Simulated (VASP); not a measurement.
# K2H3Au (P-6m2) in VASP: further runs

Aim: see how the results for K2H3Au move with the level of theory and the settings. Levels: PBEsol, r2SCAN+rVV10. Tasks: single point.

Everything below comes from runs of VASP 6.6.1. Logs are shortened: lines on timing, memory, paths and dates and some standing lists are left out, and cuts for length are marked.

## 1. The cell of the first run

It takes space group P-6m2 (No. 187, hexagonal). The conventional cell has a = 3.621 Å, b = 3.621 Å, c = 8.297 Å, α = 90.00°, β = 90.00°, γ = 120.00°. K (site symmetry 3m) has 9 H at 2.63 to 3.30 Å and 7 K at 3.20 to 3.62 Å and 3 Au at 3.30 Å within 3.7 Å. Within 2.8 Å of H (site symmetry -6m2) lie 3 Au at 2.09 Å. Within 2.8 Å of H (site symmetry -6m2) lie 3 H at 2.09 Å and 6 K at 2.63 Å. H (site symmetry -6m2) has 3 H at 2.09 Å and 6 K at 2.63 Å within 2.8 Å. Au (site symmetry -6m2) has 3 H at 2.09 Å within 2.8 Å.

## 2. Single point, PBEsol

File INCAR:

```
SYSTEM = K2H3Au
PREC = Accurate
ENCUT = 520
EDIFF = 1E-6
ISMEAR = -1
SIGMA = 0.03
LREAL = .FALSE.
LASPH = .TRUE.
NELM = 60
ALGO = Normal
ISIF = 2
LWAVE = .FALSE.
LCHARG = .FALSE.
GGA = PS
NBANDS = 25
```

File KPOINTS:

```
regular mesh
0
G
  6 6 4
  0 0 0
```

File POSCAR:

```
K2H3Au
1.0
    3.6208518255      0.0000000000      0.0000000000
   -1.8104259128      3.1357496643      0.0000000000
    0.0000000000      0.0000000000      8.2971259049
K H Au
2 3 1
Direct
    0.6666666667      0.3333333333      0.8070200364
    0.6666666667      0.3333333333      0.1929831988
    0.0000000000      0.0000000000      0.4999907862
    0.0000000000      0.0000000000      0.0000030002
    0.3333333333      0.6666666667      1.0000045429
    0.3333333333      0.6666666667      0.5000004355
```

Potentials or basis: VASP PAW PBE potentials, release 64 (K_sv, H, Au).

Launch:

```bash
$ cat potpaw_PBE.64/K_sv/POTCAR potpaw_PBE.64/H/POTCAR potpaw_PBE.64/Au/POTCAR > POTCAR
$ mpirun -np 1 vasp_std > vasp.out
```

OUTCAR:

```text
SYSTEM = K2H3Au
   PREC = Accurate
   ENCUT = 520
   EDIFF = 1E-6
   ISMEAR = -1
   LREAL = .FALSE.
   LASPH = .TRUE.
   NELM = 60
   ISIF = 2
   GGA = PS

 ion  position               nearest neighbor table
   1  0.667  0.333  0.807-   2 3.20   6 3.30   6 3.30   6 3.30
   2  0.667  0.333  0.193-   1 3.20   6 3.30   6 3.30   6 3.30
   3  0.000  0.000  0.500-   6 2.09   6 2.09   6 2.09
   4  0.000  0.000  0.000-
   5  0.333  0.667  0.000-
   6  0.333  0.667  0.500-   3 2.09   3 2.09   3 2.09   2 3.30   2 3.30   2 3.30   1 3.30   1 3.30
                             1 3.30

  LATTYP: Found a hexagonal cell.
 ALAT       =     3.6208518255
 C/A-ratio  =     2.2914845193

  Lattice vectors:

 A1 = (   3.6208518255,   0.0000000000,   0.0000000000)
 A2 = (  -1.8104259128,   3.1357496643,   0.0000000000)
 A3 = (   0.0000000000,   0.0000000000,   8.2971259049)

Analysis of symmetry for initial positions (statically):
=====================================================================
 Subroutine PRICEL returns:
 Original cell was already a primitive cell.

 Routine SETGRP: Setting up the symmetry group for a
 hexagonal supercell.

 Subroutine GETGRP returns: Found  6 space group operations
 (whereof  6 operations were pure point group operations)
 out of a pool of 24 trial point group operations.

The static configuration has the point symmetry C_3v.

Analysis of symmetry for dynamics (positions and initial velocities):
=====================================================================
 Subroutine PRICEL returns:
 Original cell was already a primitive cell.

 Routine SETGRP: Setting up the symmetry group for a
 hexagonal supercell.

 Subroutine GETGRP returns: Found  6 space group operations
 (whereof  6 operations were pure point group operations)
 out of a pool of 24 trial point group operations.

The dynamic configuration has the point symmetry C_3v.

 Subroutine INISYM returns: Found  6 space group operations
 (whereof  6 operations are pure point group operations),
 and found     1 'primitive' translations

----------------------------------------------------------------------------------------

                                     Primitive cell

  volume of cell :      94.2063

[... 94 lines left out ...]
   NELM   =     60;   NELMIN=  2; NELMDL= -5     # of ELM steps
   EDIFF  = 0.1E-05   stopping-criterion for ELM
   LREAL  =      F    real-space projection
   EDIFFG = 0.1E-04   stopping-criterion for IOM
   NSW    =      0    number of steps for IOM
   IBRION =     -1    ionic relax: 0-MD 1-quasi-New 2-CG
   NFREE  =      0    steps in history (QN), initial steepest desc. (CG)
   ISIF   =      2    stress and relaxation
   ISYM   =      2    0-nonsym 1-usesym 2-fastsym
   POTIM  = 0.5000    time-step for ionic-motion
   TEBEG  =    0.0;   TEEND  =   0.0 temperature during run
   PSTRESS=    0.0 pullay stress
   NELECT =      32.0000    total number of electrons
   NUPDOWN=      -1.0000    fix difference up-down
   EMIN   =  10.00;   EMAX   =-10.00  energy-range for DOS
   EFERMI =   0.00;   METHOD = LEGACY
   ISMEAR =    -1;   SIGMA  =   0.03  broadening in eV -4-tet -1-fermi 0-gaus
   EFERMI_NEDOS =   21; number of points for ismear=-14 and -15
   IALGO  =     38    algorithm
   IMIX   =      4    mixing-type and parameters
     AMIX     =   0.40;   BMIX     =  1.00
     AMIX_MAG =   1.60;   BMIX_MAG =  1.00
  volume/ion in A,a.u.               =      15.70       105.96
  Fermi-wavevector in a.u.,A,eV,Ry     =   1.142260  2.158558 17.752302  1.304757
  Thomas-Fermi vector in A             =   2.278958
   LORBIT       =      0    0 simple, 1 ext, 2 COOP (PROOUT), +10 PAW based schemes
   GGA     = PS    functional components
   LHFCALC =     F    Hartree Fock is set to
   AEXX    =    0.0000 exact exchange contribution
   IVDW    =     0    specifies the selected vdW correction
   LEPSILON=     F    determine dielectric tensor
   LRPA    =     F    only Hartree local field effects (RPA)
 non-spin polarized calculation
  energy-cutoff  :      520.00
  volume of cell :       94.21
 maximum number of plane-waves:      2560
 NGX is ok and might be reduce to    28
   NGX = 13   NGY = 13   NGZ = 31

 number of electron      32.0000002 magnetization

 Free energy of the ion-electron system (eV)
  ---------------------------------------------------
  ext. energy  EPLUGINS =         0.00000000
  ---------------------------------------------------
  free energy    TOTEN  =       -14.78646790 eV

  energy without entropy =      -14.77240797  energy(sigma->0) =      -14.77943793

 E-fermi :   2.0824     XC(G=0):  -9.2428

 val. band max:        2.0752583431   @ k =   0.3333   0.1667   0.0000
 cond. band min:       2.3003188188   @ k =   0.0000   0.0000   0.2500
 fundamental gap:      0.2250604757
 Fermi energy:         2.0823569265

 k-point     1 :       0.0000    0.0000    0.0000
  band No.  band energies     occupation
      1     -28.1356      2.00000
      2     -28.0673      2.00000
      3     -12.0950      2.00000
      4     -11.4580      2.00000
      5     -11.4493      2.00000
      6     -11.4493      2.00000
[... 661 lines left out ...]
     24       9.3220      0.00000
     25      10.9300      0.00000

------------------------ aborting loop because EDIFF is reached ----------------------------------------

  FORCE on cell =-STRESS in cart. coord.  units (eV):
  Direction    XX          YY          ZZ          XY          YZ          ZX
  --------------------------------------------------------------------------------------
  -------------------------------------------------------------------------------------
  Total        0.0006595      0.0006595      0.0343008     -0.0000000      0.0000000      0.0000000
  in kB        0.0112154      0.0112154      0.5833577     -0.0000000      0.0000000      0.0000000
  external PRESSURE =       0.2019295 kB  Pullay stress =       0.0000000 kB

 VOLUME and BASIS-vectors are now :
 -----------------------------------------------------------------------------
  energy-cutoff  :      520.00
  volume of cell :       94.21
      direct lattice vectors                 reciprocal lattice vectors
     3.620851825  0.000000000  0.000000000     0.276178106  0.159451504  0.000000000
    -1.810425913  3.135749664  0.000000000     0.000000000  0.318903008  0.000000000
     0.000000000  0.000000000  8.297125905     0.000000000  0.000000000  0.120523662

 POSITION                                       TOTAL-FORCE (eV/Angst)
 -----------------------------------------------------------------------------------
      1.81043      1.04525      6.69595        -0.000000      0.000000     -0.008189
      1.81043      1.04525      1.60121         0.000000     -0.000000      0.008224
      0.00000      0.00000      4.14849        -0.000000     -0.000000      0.000169
      0.00000      0.00000      0.00002        -0.000000      0.000000     -0.000029
     -0.00000      2.09050      0.00004        -0.000000     -0.000000     -0.000058
     -0.00000      2.09050      4.14857         0.000000     -0.000000     -0.000117
 -----------------------------------------------------------------------------------
    total drift:                               -0.000000      0.000000     -0.000001

  FREE ENERGIE OF THE ION-ELECTRON SYSTEM (eV)
  ---------------------------------------------------
  free  energy   TOTEN  =       -14.7864678955 eV

  energy  without entropy=      -14.7724079732  energy(sigma->0) =      -14.77943793
```

OSZICAR:

```text
N       E                     dE             d eps       ncg     rms          rms(c)
DAV:   1     0.196374350965E+03    0.19637E+03   -0.14470E+04  1200   0.115E+03
DAV:   2    -0.517821937083E+01   -0.20155E+03   -0.19025E+03  1368   0.315E+02
DAV:   3    -0.169921840394E+02   -0.11814E+02   -0.11705E+02  2005   0.607E+01
DAV:   4    -0.173899080697E+02   -0.39772E+00   -0.39689E+00  1630   0.960E+00
DAV:   5    -0.173981435934E+02   -0.82355E-02   -0.82349E-02  1747   0.115E+00    0.101E+01
DAV:   6    -0.151076775167E+02    0.22905E+01   -0.46066E+00  1331   0.157E+01    0.668E+00
DAV:   7    -0.148147588787E+02    0.29292E+00   -0.89533E-01  1462   0.550E+00    0.405E+00
DAV:   8    -0.147863124549E+02    0.28446E-01   -0.16273E-01  1592   0.195E+00    0.156E+00
DAV:   9    -0.147867219711E+02   -0.40952E-03   -0.38148E-02  1756   0.120E+00    0.281E-01
DAV:  10    -0.147864059158E+02    0.31606E-03   -0.21684E-03  1468   0.316E-01    0.119E-01
DAV:  11    -0.147868620295E+02   -0.45611E-03   -0.72094E-04  1413   0.192E-01    0.130E-01
DAV:  12    -0.147864711095E+02    0.39092E-03   -0.35784E-04  1394   0.146E-01    0.262E-02
DAV:  13    -0.147864651314E+02    0.59781E-05   -0.69657E-05  1494   0.585E-02    0.160E-02
DAV:  14    -0.147864669538E+02   -0.18224E-05   -0.67877E-06  1412   0.132E-02    0.341E-03
DAV:  15    -0.147864678955E+02   -0.94178E-06   -0.12274E-06   996   0.746E-03
   1 F= -.14786468E+02 E0= -.14779438E+02  d E =-.140599E-01
```

stdout:

```text
POSCAR found type information on POSCAR K H Au
 POSCAR found :  3 types and       6 ions
 scaLAPACK will be used
 -----------------------------------------------------------------------------
|                                                                             |
|                                                                             |
|     You enforced a specific xc type in the INCAR file but a different       |
|     I HOPE YOU KNOW WHAT YOU ARE DOING!                                     |
|                                                                             |
 -----------------------------------------------------------------------------

 LDA part: xc-table for (Slater+PW92), standard interpolation
 POSCAR, INCAR and KPOINTS ok, starting setup
 FFT: planning ... GRIDC
 FFT: planning ... GRID_SOFT
 FFT: planning ... GRID
 WAVECAR not read
 entering main loop
```

Run time: 59 s. Hardware: 1 thread of Intel Xeon Platinum 8259CL at 2.50GHz (Skylake/Cascade Lake), shared host; peak memory 0.24 GiB.

Results:

```yaml
Free_energy: -14.7865 eV
Pressure: 0.0 GPa
Largest_force: 0.008 eV/Å
Band_gap_on_the_k_mesh: zero (bands 16 and 17 overlap by 2.24 eV)
```

Forces on the atoms (eV/Å):
```
K    0.000  0.000 -0.008
K    0.000  0.000  0.008
H    0.000  0.000  0.000
H    0.000  0.000  0.000
H    0.000  0.000  0.000
Au   0.000  0.000  0.000
```

Caveat: the PAW data sets were made with another functional, which shifts forces and pressure a little; spin-orbit coupling is left out, which moves the levels of the heavy elements.

## 3. Single point, r2SCAN+rVV10

This run uses another cell than the first one, of 15.84 Å³/atom.

File POSCAR:

```
K2H3Au
1.0
    3.6479676475      0.0000000000      0.0000000000
   -1.8239838238      3.1592326549      0.0000000000
    0.0000000000      0.0000000000      8.2458500599
K H Au
2 3 1
Direct
    0.6666666667      0.3333333333      0.8056863292
    0.6666666667      0.3333333333      0.1943136708
    0.0000000000      0.0000000000      0.5000000000
    0.0000000000      0.0000000000      0.0000000000
    0.3333333333      0.6666666667      1.0000000000
    0.3333333333      0.6666666667      0.5000000000
```

File INCAR.step1:

```
PREC = Accurate
ENCUT = 520
ISMEAR = -1
SIGMA = 0.03
LREAL = F
LASPH = T
NELM = 80
NBANDS = 25
GGA = PE
ALGO = Normal
EDIFF = 1E-4
LWAVE = T
LCHARG = F
```

File INCAR.step2:

```
PREC = Accurate
ENCUT = 520
EDIFF = 1E-7
ISMEAR = -1
SIGMA = 0.03
LREAL = F
LASPH = T
NELM = 80
ALGO = Normal
ISIF = 2
LWAVE = F
LCHARG = F
METAGGA = R2SCAN
LMIXTAU = T
LUSE_VDW = T
IVDW_NL = 2
BPARAM = 11.95
CPARAM = 0.0093
NBANDS = 25
ISTART = 1
```

File KPOINTS:

```
Automatic mesh
0
Gamma
  12 12 4
```

Potentials or basis: VASP PAW PBE potentials, release 64 (K_sv, H, Au).

Launch:

```bash
$ cat potpaw_PBE.64/K_sv/POTCAR potpaw_PBE.64/H/POTCAR potpaw_PBE.64/Au/POTCAR > POTCAR
$ cp INCAR.step1 INCAR
$ mpirun -np 1 vasp_std > vasp.out
$ cp INCAR.step2 INCAR
$ mpirun -np 1 vasp_std > vasp.out
```

Run time: 11 min. Hardware: 1 thread of Intel Xeon Platinum 8259CL at 2.50GHz (Skylake/Cascade Lake), shared host; peak memory 0.5 GiB.

Results (log left out):

| Item | Value |
| --- | --- |
| Free energy | -70.9821 eV |
| Pressure | 0.1 GPa |
| Band gap on the k mesh | zero (bands 16 and 17 overlap by 2.50 eV) |

Levels at points of the mesh, in eV from the Fermi level:
| k point | band 12 | band 13 | band 14 | band 15 | band 16 | band 17 | band 18 | band 19 | band 20 | band 21 |
| --- | --- | --- | --- | --- | --- | --- | --- | --- | --- | --- |
| (0.00, 0.00, 0.00) | -4.22 | -3.92 | -3.81 | -3.81 | -0.01 | 2.83 | 4.33 | 4.65 | 4.93 | 6.19 |
| (0.50, 0.00, 0.00) | -3.93 | -3.38 | -3.14 | -2.45 | -1.69 | -0.93 | 2.71 | 4.02 | 5.57 | 5.60 |
| (0.00, 0.00, 0.50) | -4.22 | -4.21 | -3.82 | -3.82 | 0.91 | 2.51 | 2.83 | 5.06 | 5.27 | 6.45 |
| (0.50, 0.00, 0.50) | -3.93 | -3.38 | -3.13 | -2.41 | -1.47 | -1.30 | 2.96 | 4.33 | 5.31 | 6.00 |

Caveat: the PAW data sets were made with another functional, which shifts forces and pressure a little; spin-orbit coupling is left out, which moves the levels of the heavy elements.
